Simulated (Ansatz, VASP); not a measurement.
Two plane-wave programs on Ta

INCAR

```
  PREC = Accurate
  ENCUT = 520
  EDIFF = 1E-7
  ISMEAR = -1
  SIGMA = 0.1
  LREAL = False
  LASPH = True
  NELM = 60
  ALGO = Normal
  ISIF = 2
  LWAVE = False
  LCHARG = False
  GGA = RP
  NBANDS = 18
```

KPOINTS

```
regular mesh
0
Gamma
  10 10 10
```

The input POSCAR:

```
Ta
1.0
    0.0000000000      3.0809512905      3.0809512905
    3.0809512905      0.0000000000      3.0809512905
    3.0809512905      3.0809512905      0.0000000000
Ta
2
Direct
    0.1250000000      0.1250000000      0.1250000000
    0.8750000000      0.8750000000      0.8750000000
```

Input for Ansatz:

```yaml
crystal:
  lattice:
    - [0.0, 3.0809512905, 3.0809512905]
    - [3.0809512905, 0.0, 3.0809512905]
    - [3.0809512905, 3.0809512905, 0.0]
  atoms:
    - { symbol: Ta, position: [0.125, 0.125, 0.125] }
    - { symbol: Ta, position: [0.875, 0.875, 0.875] }
hamiltonian:
  xc: rpbe
  pseudopotentials:
    kind: paw
    azcp:
      Ta: "pseudopotentials/Ta.paw.azcp"
basis:
  ecutwfc: 420
  fft_grid_basis: typed
kpoints:
  mp_grid: { grid: [10, 10, 10], shift: [0, 0, 0] }
magnetization:
  spin_polarized: false
scf:
  occupations: { method: fermi_dirac, width: 0.1 }
  lower_state_search: "off"
output:
  stress: true
```

Alike in both runs: task single point; functional RPBE; k mesh 10 × 10 × 10; occupations fermi-dirac, width 0.1 eV; no spin polarisation.

|  | VASP | Ansatz |
| --- | --- | --- |
| version | VASP 6.6.1 | Ansatz 0.2.0 |
| potentials or method | VASP PAW PBE potentials, release 64 (Ta_pv), cutoff 520 eV | plane waves (420 eV) with PAW, scalar-relativistic |
| valence electrons in the cell | 22 | 26 |

|  | VASP | Ansatz | Ansatz less VASP |
| --- | --- | --- | --- |
| pressure (GPa) | 0.0 | 0.0 | -0.02 |

VASP's potentials were made for PBE, not for RPBE. VASP's potentials hold 22 valence electrons a cell and Ansatz's 26, so a difference there can come from the potentials and not from the codes.

Spin-orbit coupling is off throughout.
